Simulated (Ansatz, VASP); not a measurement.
**One calculation of Te, two programs**

```
Te
1.0
     5.92143    0.00000    0.00000
    -2.96071    5.12811    0.00000
     0.00000    0.00000    3.16912
Te
3
Direct
  0.00000 0.00000 0.00000
  0.33333 0.66667 0.50000
  0.66667 0.33333 0.50000
```

Alike in both runs: task single point; functional r2SCAN; k mesh 7 × 7 × 12; occupations fermi-dirac, width 0.1 eV; no spin polarisation.

```csv
,VASP,Ansatz
version,VASP 6.6.1,Ansatz 0.2.0
potentials or method,"VASP PAW PBE potentials, release 64 (Te), cutoff 520 eV","plane waves (500 eV) with PAW, scalar-relativistic"
valence electrons in the cell,18,48
```

Ansatz gave:

- pressure (GPa): -3.6
- traceless stress, the component that is largest in VASP (GPa): -0.82

**Question.** What did VASP give for the same quantities?

**Answer.** Pressure (GPa): -3.6; traceless stress, the component that is largest in VASP (GPa): -0.83.

VASP's potentials were made for PBE, not for r2SCAN. VASP's potentials hold 18 valence electrons a cell and Ansatz's 48, so a difference there can come from the potentials and not from the codes.

Spin-orbit coupling is off throughout.
